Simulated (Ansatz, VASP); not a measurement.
# InPd: VASP beside Ansatz

The input INCAR:

```
SYSTEM = InPd
PREC = Accurate
ENCUT = 520
EDIFF = 1E-6
ISMEAR = 0
SIGMA = 0.15
LREAL = .FALSE.
LASPH = .TRUE.
NELM = 80
ALGO = Fast
ISIF = 2
LWAVE = .FALSE.
LCHARG = .TRUE.
GGA = PE
LELF = .TRUE.
LVHAR = .TRUE.
NBANDS = 18
```

The input KPOINTS:

```
regular mesh
0
G
  14 14 14
  0 0 0
```

File POSCAR:

```
InPd
1.0
    3.3437699169      0.0000000000      0.0000000000
    0.0000000000      3.3437699169      0.0000000000
    0.0000000000      0.0000000000      3.2282509542
In Pd
1 1
Direct
   -0.0269202079      0.0000000000      0.0000000000
    0.5290445821      0.5000000000      0.5000000000
```

Input for Ansatz:

```yaml
crystal:
  lattice:
    - [3.3437699169, 0.0, 0.0]
    - [0.0, 3.3437699169, 0.0]
    - [0.0, 0.0, 3.2282509542]
  atoms:
    - { symbol: In, position: [-0.0269202079, 0.0, 0.0] }
    - { symbol: Pd, position: [0.5290445821, 0.5, 0.5] }
basis:
  ecutwfc: 420
kpoints:
  mp_grid: { grid: [14, 14, 14] }
hamiltonian:
  xc: pbe
scf:
  occupations: { method: gaussian, width: 0.15 }
output:
  forces: true
  stress: true
  eigenvalues: true
```

Change from the starting cell: mode 4 frozen in at -0.096 Å, strain +e along z and -e/2 along x and y -0.0233.

Alike in both runs: task single point; functional PBE; k mesh 14 × 14 × 14; occupations gaussian, width 0.15 eV; no spin polarisation.

```csv
,VASP,Ansatz
version,VASP 6.6.1,Ansatz 0.2.0
potentials or method,"VASP PAW PBE potentials, release 64 (In_d, Pd), cutoff 520 eV","scalar-relativistic, plane waves, PAW"
valence electrons in the cell,23,31
```

|  | VASP | Ansatz | Ansatz less VASP |
| --- | --- | --- | --- |
| gap on the k mesh at the Fermi level (eV) | none | none | - |
| pressure (GPa) | 1.6 | 1.6 | -0.04 |
| traceless stress, the component that is largest in VASP (GPa) | -1.19 | -1.19 | +0.004 |
| rms of the force components (eV/Å) | 0.395 | 0.390 | -0.0051 |

Atom by atom the forces differ by 0.005 eV/Å (rms over components). A gap of «none» marks a metal or a gap that the smearing closes. The functional is the same, so the differences come from potentials, cutoffs and numerics. VASP's potentials hold 23 valence electrons a cell and Ansatz's 31, so a difference there can come from the potentials and not from the codes.
